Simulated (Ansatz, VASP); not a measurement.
One calculation of Ta8HC8, two programs

```xyz
17
Lattice="0.0000 4.4540 4.4540 4.4540 0.0000 4.4540 4.4540 4.4540 0.0000" Properties=species:S:1:pos:R:3 pbc="T T T"
Ta    0.0082    0.0078    0.0075
Ta    2.2204    2.2201    0.0069
Ta    2.2202    0.0075    2.2195
Ta    4.4363    2.2446    2.2446
Ta    0.0082    2.2196    2.2192
Ta    2.2456    4.4354    2.2456
Ta    2.2463    2.2464    4.4346
Ta    4.4364    4.4365    4.4364
C     2.2310    2.2302    2.2295
C     4.4520    4.4511    2.2299
C     4.4521    2.2304    4.4506
C     6.7096    4.4264    4.4259
C     2.2310    4.4515    4.4509
C     4.4272    6.7088    4.4262
C     4.4274    4.4269    6.7081
C     6.7096    6.7091    6.7086
H     5.5750    5.5694    5.5658
```

Alike in both runs: functional PBE; k mesh 2 × 2 × 2; occupations fermi-dirac, width 0.1 eV; no spin polarisation.

Ansatz relaxed the structure, and its values are those at the end. VASP's run is a single point on that final structure, the one shown.

|  | VASP | Ansatz |
| --- | --- | --- |
| version | VASP 6.6.1 | Ansatz 0.2.0 |
| potentials or method | VASP PAW PBE potentials, release 64 (Ta_pv, C, H), cutoff 520 eV | scalar-relativistic, plane waves, PAW |
| valence electrons in the cell | 121 | 137 |

|  | VASP | Ansatz | Ansatz less VASP |
| --- | --- | --- | --- |
| rms of the force components (eV/Å) | 0.023 | 0.021 | -0.0022 |

VASP's potentials hold 121 valence electrons a cell and Ansatz's 137, so a difference there can come from the potentials and not from the codes.

The k mesh is coarse, so the values compare programs but aren't converged. Neither program's run includes spin-orbit coupling.
